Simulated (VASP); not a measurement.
# Ti (Fd-3m) in VASP: further runs

Runs on Ti. Level: PBE. Tasks: single point.

Everything below comes from runs of VASP 6.6.1. Logs are shortened: lines on timing, memory, paths and dates and some standing lists are left out, and cuts for length are marked.

## 1. The cell of the first run

The structure is cubic, space group Fd-3m (No. 227). The conventional cell has a = 4.191 Å, b = 4.191 Å, c = 4.191 Å, α = 90.00°, β = 90.00°, γ = 90.00°. Within 2.4 Å of Ti (site symmetry -43m) lie 4 Ti at 1.81 Å.

This isn't the form of Ti at room conditions, which is hcp.

## 2. Single point, PBE (9.20 Å³/atom)

File INCAR:

```
SYSTEM = Ti
PREC     = Accurate       ! precision mode
ENCUT    = 520            ! plane-wave cutoff, eV
EDIFF    = 1E-6           ! SCF threshold, eV
ISMEAR   = -1             ! smearing method
SIGMA    = 0.08           ! smearing width, eV
LREAL    = .FALSE.        ! projectors in reciprocal space
LASPH    = .TRUE.         ! aspherical terms in the spheres
NELM     = 60             ! most SCF steps
ALGO     = Normal         ! electronic algorithm
ISIF     = 2              ! what is computed and relaxed
LWAVE    = .FALSE.        ! write WAVECAR
LCHARG   = .FALSE.        ! write CHGCAR
GGA      = PE             ! functional
NBANDS   = 19             ! bands
```

File KPOINTS:

```
Automatic mesh
0
G
  12 12 12
  0 0 0
```

File POSCAR:

```
Ti
1.0
    0.0000000000      2.0956130155      2.0956130155
    2.0956130155      0.0000000000      2.0956130155
    2.0956130155      2.0956130155      0.0000000000
Ti
2
Direct
   -0.1250000000     -0.1250000000     -0.1250000000
    0.1250000000      0.1250000000      0.1250000000
```

Potentials or basis: VASP PAW PBE potentials, release 64 (Ti_sv).

Launch:

```bash
$ cat potpaw_PBE.64/Ti_sv/POTCAR > POTCAR
$ mpirun -np 1 vasp_std > vasp.out
```

OUTCAR:

```text
SYSTEM = Ti
   PREC = Accurate
   ENCUT = 520
   EDIFF = 1E-6
   ISMEAR = -1
   LREAL = .FALSE.
   LASPH = .TRUE.
   NELM = 60
   ISIF = 2
   GGA = PE

 ion  position               nearest neighbor table
   1  0.875  0.875  0.875-   2 1.81   2 1.81   2 1.81   2 1.81
   2  0.125  0.125  0.125-   1 1.81   1 1.81   1 1.81   1 1.81

  LATTYP: Found a face centered cubic cell.
 ALAT       =     4.1912260310

  Lattice vectors:

 A1 = (   0.0000000000,   2.0956130155,   2.0956130155)
 A2 = (   2.0956130155,   0.0000000000,   2.0956130155)
 A3 = (   2.0956130155,   2.0956130155,   0.0000000000)

Analysis of symmetry for initial positions (statically):
=====================================================================
 Subroutine PRICEL returns:
 Original cell was already a primitive cell.

 Routine SETGRP: Setting up the symmetry group for a
 face centered cubic supercell.

 Subroutine GETGRP returns: Found 48 space group operations
 (whereof 12 operations were pure point group operations)
 out of a pool of 48 trial point group operations.

The static configuration has the point symmetry D_3d.
 The point group associated with its full space group is O_h .

Analysis of symmetry for dynamics (positions and initial velocities):
=====================================================================
 Subroutine PRICEL returns:
 Original cell was already a primitive cell.

 Routine SETGRP: Setting up the symmetry group for a
 face centered cubic supercell.

 Subroutine GETGRP returns: Found 48 space group operations
 (whereof 12 operations were pure point group operations)
 out of a pool of 48 trial point group operations.

The dynamic configuration has the point symmetry D_3d.
 The point group associated with its full space group is O_h .

 Subroutine INISYM returns: Found 48 space group operations
 (whereof 12 operations are pure point group operations),
 and found     1 'primitive' translations

----------------------------------------------------------------------------------------

                                     Primitive cell

  volume of cell :      18.4062

  direct lattice vectors                    reciprocal lattice vectors
     0.000000000  2.095613016  2.095613016    -0.238593670  0.238593670  0.238593670
     2.095613016  0.000000000  2.095613016     0.238593670 -0.238593670  0.238593670
     2.095613016  2.095613016  0.000000000     0.238593670  0.238593670 -0.238593670

  length of vectors
     2.963644348  2.963644348  2.963644348     0.413256359  0.413256359  0.413256359

  position of ions in fractional coordinates (direct lattice)
     0.875000000  0.875000000  0.875000000
     0.125000000  0.125000000  0.125000000

  ion indices of the primitive-cell ions
   primitive index   ion index
                 1           1
                 2           2

----------------------------------------------------------------------------------------

 KPOINTS: Automatic mesh

Automatic generation of k-mesh.
 Grid dimensions read from file:
 generate k-points for:   12   12   12

 Generating k-lattice:

  Cartesian coordinates                     Fractional coordinates (reciprocal lattice)
    -0.019882806  0.019882806  0.019882806     0.083333333  0.000000000  0.000000000
     0.019882806 -0.019882806  0.019882806     0.000000000  0.083333333  0.000000000
     0.019882806  0.019882806 -0.019882806     0.000000000  0.000000000  0.083333333

  Length of vectors
     0.034438030  0.034438030  0.034438030

  Shift w.r.t. Gamma in fractional coordinates (k-lattice)
     0.000000000  0.000000000  0.000000000

 Subroutine IBZKPT returns following result:
 ===========================================

 Found     72 irreducible k-points:

 Following reciprocal coordinates:
            Coordinates               Weight
  0.000000  0.000000  0.000000      1.000000
  0.083333  0.000000  0.000000      8.000000
  0.166667  0.000000  0.000000      8.000000
  0.250000  0.000000  0.000000      8.000000
  0.333333  0.000000  0.000000      8.000000
  0.416667  0.000000  0.000000      8.000000
[... 16 lines left out ...]
  0.500000  0.166667  0.000000     24.000000
 -0.416667  0.166667  0.000000     24.000000
 [... further k-points ...]
   k-points           NKPTS =     72   k-points in BZ     NKDIM =     72   number of bands    NBANDS=     19
   number of dos      NEDOS =    301   number of ions     NIONS =      2
   total plane-waves  NPLWV =  13824
   dimension x,y,z NGX =    24 NGY =   24 NGZ =   24
   dimension x,y,z NGXF=    48 NGYF=   48 NGZF=   48
   ions per type =               2
   NGX,Y,Z   is equivalent  to a cutoff of  13.46, 13.46, 13.46 a.u.
   NGXF,Y,Z  is equivalent  to a cutoff of  26.93, 26.93, 26.93 a.u.
 SYSTEM =  Ti
   PREC   = accura    normal or accurate (medium, high low for compatibility)
   ISTART =      0    job   : 0-new  1-cont  2-samecut
   ICHARG =      2    charge: 1-file 2-atom 10-const
   ISPIN  =      1    spin polarized calculation?
   LNONCOLLINEAR =      F non collinear calculations
   LSORBIT =      F    spin-orbit coupling
   LASPH  =      T    aspherical Exc in radial PAW
   ENCUT  =  520.0 eV  38.22 Ry    6.18 a.u.   5.51  5.51  5.51*2*pi/ulx,y,z
   NELM   =     60;   NELMIN=  2; NELMDL= -5     # of ELM steps
   EDIFF  = 0.1E-05   stopping-criterion for ELM
   LREAL  =      F    real-space projection
   EDIFFG = 0.1E-04   stopping-criterion for IOM
   NSW    =      0    number of steps for IOM
   IBRION =     -1    ionic relax: 0-MD 1-quasi-New 2-CG
   NFREE  =      0    steps in history (QN), initial steepest desc. (CG)
   ISIF   =      2    stress and relaxation
   ISYM   =      2    0-nonsym 1-usesym 2-fastsym
   POTIM  = 0.5000    time-step for ionic-motion
   TEBEG  =    0.0;   TEEND  =   0.0 temperature during run
   PSTRESS=    0.0 pullay stress
   NELECT =      24.0000    total number of electrons
   NUPDOWN=      -1.0000    fix difference up-down
   EMIN   =  10.00;   EMAX   =-10.00  energy-range for DOS
   EFERMI =   0.00;   METHOD = LEGACY
   ISMEAR =    -1;   SIGMA  =   0.08  broadening in eV -4-tet -1-fermi 0-gaus
   EFERMI_NEDOS =   21; number of points for ismear=-14 and -15
   IALGO  =     38    algorithm
   IMIX   =      4    mixing-type and parameters
     AMIX     =   0.40;   BMIX     =  1.00
     AMIX_MAG =   1.60;   BMIX_MAG =  1.00
  volume/ion in A,a.u.               =       9.20        62.11
  Fermi-wavevector in a.u.,A,eV,Ry     =   1.788508  3.379790 43.521771  3.198760
  Thomas-Fermi vector in A             =   2.851670
   LORBIT       =      0    0 simple, 1 ext, 2 COOP (PROOUT), +10 PAW based schemes
   GGA     = PE    functional components
   LHFCALC =     F    Hartree Fock is set to
   AEXX    =    0.0000 exact exchange contribution
   IVDW    =     0    specifies the selected vdW correction
   LEPSILON=     F    determine dielectric tensor
   LRPA    =     F    only Hartree local field effects (RPA)
 non-spin polarized calculation
  energy-cutoff  :      520.00
  volume of cell :       18.41
 maximum number of plane-waves:       531
 NGX is ok and might be reduce to    24
   NGX = 11   NGY = 11   NGZ = 11

 number of electron      23.9999993 magnetization

 Free energy of the ion-electron system (eV)
  ---------------------------------------------------
  ext. energy  EPLUGINS =         0.00000000
  ---------------------------------------------------
  free energy    TOTEN  =        -3.10411565 eV

  energy without entropy =       -3.05812457  energy(sigma->0) =       -3.08112011

 E-fermi :  17.1939     XC(G=0): -14.5392

 val. band max:       17.1677271029   @ k =   0.5000   0.3333   0.1667
 cond. band min:      17.1992500716   @ k =  -0.4167   0.3333   0.1667
 fundamental gap:      0.0315229688
 Fermi energy:        17.1938556469

 k-point     1 :       0.0000    0.0000    0.0000
  band No.  band energies     occupation
      1     -42.3616      2.00000
      2     -35.9735      2.00000
      3     -18.1964      2.00000
      4     -18.1964      2.00000
      5     -18.1964      2.00000
      6     -13.7704      2.00000
[... 11 lines left out ...]
     18      26.3874      0.00000
     19      26.3874      0.00000

 k-point     2 :       0.0833    0.0000    0.0000
  band No.  band energies     occupation
      1     -42.2972      2.00000
      2     -36.0843      2.00000
      3     -18.2574      2.00000
      4     -18.2574      2.00000
      5     -18.2000      2.00000
      6     -13.7046      2.00000
[... 11 lines left out ...]
     18      26.3742      0.00000
     19      26.3742      0.00000

 k-point     3 :       0.1667    0.0000    0.0000
  band No.  band energies     occupation
      1     -42.1100      2.00000
      2     -36.3963      2.00000
      3     -18.4141      2.00000
      4     -18.4141      2.00000
      5     -18.2225      2.00000
      6     -13.5063      2.00000
[... 11 lines left out ...]
     18      26.3197      0.00000
     19      26.3197      0.00000

 k-point     4 :       0.2500    0.0000    0.0000
  band No.  band energies     occupation
      1     -41.8206      2.00000
      2     -36.8516      2.00000
      3     -18.6086      2.00000
      4     -18.6086      2.00000
      5     -18.2790      2.00000
      6     -13.2218      2.00000
[... 11 lines left out ...]
     18      26.1877      0.00000
     19      26.1877      0.00000

 k-point     5 :       0.3333    0.0000    0.0000
  band No.  band energies     occupation
      1     -41.4738      2.00000
      2     -37.3596      2.00000
      3     -18.7856      2.00000
      4     -18.7856      2.00000
      5     -18.3584      2.00000
      6     -12.9784      2.00000
[... 11 lines left out ...]
     18      25.9415      0.00000
     19      25.9415      0.00000
[... 334 lines left out ...]
      2     -37.3497      2.00000
      3     -19.1870      2.00000
      4     -19.0550      2.00000
      5     -17.3853      2.00000
      6     -14.0067      2.00000
[... 11 lines left out ...]
     18      24.3425      0.00000
     19      26.7250      0.00000

 k-point    22 :       0.4167    0.1667    0.0000
  band No.  band energies     occupation
      1     -41.1246      2.00000
      2     -37.8311      2.00000
      3     -19.4498      2.00000
      4     -19.1559      2.00000
      5     -17.3236      2.00000
      6     -13.8187      2.00000
[... 11 lines left out ...]
     18      24.4834      0.00000
     19      26.2630      0.00000

 k-point    23 :       0.5000    0.1667    0.0000
  band No.  band energies     occupation
      1     -40.8430      2.00000
      2     -38.1904      2.00000
      3     -19.6404      2.00000
      4     -19.1720      2.00000
      5     -17.3226      2.00000
      6     -13.6215      2.00000
[... 11 lines left out ...]
     18      25.2748      0.00000
     19      25.5011      0.00000

 k-point    24 :      -0.4167    0.1667    0.0000
  band No.  band energies     occupation
      1     -40.8011      2.00000
      2     -38.2421      2.00000
      3     -19.7146      2.00000
      4     -19.1009      2.00000
      5     -17.3686      2.00000
      6     -13.4924      2.00000
[... 11 lines left out ...]
     18      24.5051      0.00000
     19      26.0895      0.00000

 [... further k-points ...]
[... 5 lines left out ...]
  --------------------------------------------------------------------------------------
  -------------------------------------------------------------------------------------
  Total       28.2702168     28.2702168     28.2702168     -0.0000000      0.0000000      0.0000000
  in kB     2460.8008275   2460.8008275   2460.8008275     -0.0000000      0.0000000      0.0000000
  external PRESSURE =    2460.8008275 kB  Pullay stress =       0.0000000 kB

 VOLUME and BASIS-vectors are now :
 -----------------------------------------------------------------------------
  energy-cutoff  :      520.00
  volume of cell :       18.41
      direct lattice vectors                 reciprocal lattice vectors
     0.000000000  2.095613016  2.095613016    -0.238593670  0.238593670  0.238593670
     2.095613016  0.000000000  2.095613016     0.238593670 -0.238593670  0.238593670
     2.095613016  2.095613016  0.000000000     0.238593670  0.238593670 -0.238593670

 POSITION                                       TOTAL-FORCE (eV/Angst)
 -----------------------------------------------------------------------------------
      3.66732      3.66732      3.66732        -0.000000      0.000000      0.000000
      0.52390      0.52390      0.52390         0.000000     -0.000000     -0.000000
 -----------------------------------------------------------------------------------
    total drift:                                0.000000      0.000000      0.000000

  FREE ENERGIE OF THE ION-ELECTRON SYSTEM (eV)
  ---------------------------------------------------
  free  energy   TOTEN  =        -3.1041156519 eV

  energy  without entropy=       -3.0581245746  energy(sigma->0) =       -3.08112011
```

It took 42 s on 1 thread of AMD EPYC 7R13, shared host; peak memory 0.12 GiB.

Results:

```
Free energy            : -3.1041 eV
Pressure               : 246.1 GPa
Band gap on the k mesh : zero (bands 12 and 13 overlap by 3.49 eV)
```

Levels at points of the mesh, in eV from the Fermi level:
```
           k point  band 9  band 10  band 11  band 12  band 13  band 14  band 15  band 16
(0.00, 0.00, 0.00)   -6.54    -3.90    -3.90    -0.40    -0.40    -0.40     4.62     4.62
(0.50, 0.00, 0.00)   -4.61    -3.42    -3.42    -1.60    -1.60    -0.99     4.09     6.31
(0.50, 0.50, 0.00)   -6.22    -6.22    -1.55    -1.55     1.64     1.64     5.62     5.62
```

Caveat: atoms lie so close that the PAW spheres overlap strongly, which falsifies energies and pressures; the cell stands under pressure.

## 3. Single point, PBE (10.35 Å³/atom)

This run uses another cell than the first one, of 10.35 Å³/atom.

File INCAR:

```
PREC = Accurate ; ENCUT = 520
EDIFF = 1E-6 ; ISMEAR = -1
SIGMA = 0.08 ; LREAL = False
LASPH = True ; NELM = 80
ALGO = Normal ; ISIF = 2
LWAVE = False ; LCHARG = False
GGA = PE ; NBANDS = 19
```

File KPOINTS:

```
regular mesh
0
Gamma
  12 12 12
```

File POSCAR:

```
Ti
1.0
    0.0000000000      2.1795253664      2.1795253664
    2.1795253664      0.0000000000      2.1795253664
    2.1795253664      2.1795253664      0.0000000000
Ti
2
Direct
   -0.1250000000     -0.1250000000     -0.1250000000
    0.1250000000      0.1250000000      0.1250000000
```

Potentials or basis: VASP PAW PBE potentials, release 64 (Ti_sv).

Launch:

```bash
$ cat potpaw_PBE.64/Ti_sv/POTCAR > POTCAR
$ mpirun -np 1 vasp_std > vasp.out
```

It took 55 s on 1 thread of AMD EPYC 7R13, shared host; peak memory 0.12 GiB.

It converged, with:

* Free energy: -5.8959 eV
* Pressure: 151.2 GPa
* Band gap on the k mesh: zero (bands 12 and 13 overlap by 3.09 eV)

Levels at points of the mesh, in eV from the Fermi level:
```
           k point  band 10  band 11  band 12  band 13  band 14  band 15
(0.00, 0.00, 0.00)    -3.27    -3.27    -0.40    -0.40    -0.40     3.92
(0.50, 0.00, 0.00)    -2.94    -2.94    -1.30    -1.30    -1.12     3.28
(0.50, 0.50, 0.00)    -5.52    -1.24    -1.24     1.69     1.69     4.45
```

Caveat: atoms lie so close that the PAW spheres overlap strongly, which falsifies energies and pressures; the cell stands under pressure.

## 4. Single point, PBE (10.35 Å³/atom)

This run uses another cell than the first one, of 10.35 Å³/atom.

File INCAR:

```
SYSTEM = Ti
PREC = Accurate ; ENCUT = 520
EDIFF = 1E-6 ; ISMEAR = -1
SIGMA = 0.08 ; LREAL = .False.
LASPH = .True. ; NELM = 80
ALGO = Normal ; ISIF = 2
LWAVE = .False. ; LCHARG = .True.
GGA = PE ; LELF = .True.
LVHAR = .True. ; NBANDS = 19
```

File KPOINTS:

```
Automatic mesh
0
Gamma
  12 12 12
  0 0 0
```

POSCAR is that of step 3.

Launch:

```bash
$ cat potpaw_PBE.64/Ti_sv/POTCAR > POTCAR
$ mpirun -np 1 vasp_std > vasp.out
```

It took 55 s on 1 thread of AMD EPYC 7R13, shared host; peak memory 0.12 GiB.

It converged, with:

- Free energy: -5.8959 eV
- Pressure: 151.2 GPa
- Band gap on the k mesh: zero (bands 12 and 13 overlap by 3.09 eV)

Levels at points of the mesh, in eV from the Fermi level:
```
           k point  band 9  band 10  band 11  band 12  band 13  band 14  band 15  band 16
(0.00, 0.00, 0.00)   -6.43    -3.27    -3.27    -0.40    -0.40    -0.40     3.92     3.92
(0.50, 0.00, 0.00)   -4.12    -2.94    -2.94    -1.30    -1.30    -1.12     3.28     5.55
(0.50, 0.50, 0.00)   -5.52    -5.52    -1.24    -1.24     1.69     1.69     4.45     4.45
```

Caveat: atoms lie so close that the PAW spheres overlap strongly, which falsifies energies and pressures; the cell stands under pressure.

## 5. Single point, PBE (12.65 Å³/atom)

This run uses another cell than the first one, of 12.65 Å³/atom.

File INCAR:

```
SYSTEM = Ti
ALGO = Normal
EDIFF = 1E-6
ENCUT = 520
GGA = PE
ISIF = 2
ISMEAR = -1
LASPH = .TRUE.
LCHARG = .FALSE.
LREAL = .FALSE.
LWAVE = .FALSE.
NBANDS = 19
NELM = 100
PREC = Accurate
SIGMA = 0.08
```

File KPOINTS:

```
k-points
0
G
  12 12 12
  0 0 0
```

File POSCAR:

```
Ti
1.0
    0.0000000000      2.3303008120      2.3303008120
    2.3303008120      0.0000000000      2.3303008120
    2.3303008120      2.3303008120      0.0000000000
Ti
2
Direct
   -0.1250000000     -0.1250000000     -0.1250000000
    0.1250000000      0.1250000000      0.1250000000
```

Launch:

```bash
$ cat potpaw_PBE.64/Ti_sv/POTCAR > POTCAR
$ mpirun -np 1 vasp_std > vasp.out
```

Wall time 86 s (1 thread of AMD EPYC 7R13, shared host); peak memory 0.14 GiB.

It converged, with:

| Item | Value |
| --- | --- |
| Free energy | -8.7530 eV |
| Pressure | 62.8 GPa |
| Band gap on the k mesh | zero (bands 12 and 13 overlap by 2.05 eV) |

Levels at points of the mesh, in eV from the Fermi level:
```tsv
k point	band 10	band 11	band 12	band 13	band 14	band 15
(0.00, 0.00, 0.00)	-2.32	-2.32	-0.32	-0.32	-0.32	3.03
(0.50, 0.00, 0.00)	-2.16	-2.16	-1.30	-0.83	-0.83	2.20
(0.50, 0.50, 0.00)	-4.34	-0.75	-0.75	1.75	1.75	2.86
```

Caveat: atoms lie so close that the PAW spheres overlap strongly, which falsifies energies and pressures; the cell stands under pressure.

## 6. The runs side by side

```tsv
cell	gap on the mesh (eV)	pressure (GPa)
a = 2.964 Å, angles 60.0°, 2 atoms	none	246.1
a = 3.082 Å, angles 60.0°, 2 atoms	none	151.2
a = 3.296 Å, angles 60.0°, 2 atoms	none	62.8
```

Alike in all rows: task single point; level PBE; potentials or basis VASP PAW PBE potentials, release 64 (Ti_sv); no spin polarisation; k mesh 12 × 12 × 12; cutoff (eV) 520; smearing fermi-dirac 0.08 eV.

Caveats: atoms lie so close that the PAW spheres overlap strongly, which falsifies energies and pressures; the cell stands under pressure.

Total energies depend on the potentials used, so only differences within one code and one set of settings carry meaning.

The gap in the log of VASP goes by the Fermi energy; the results here count the filled bands.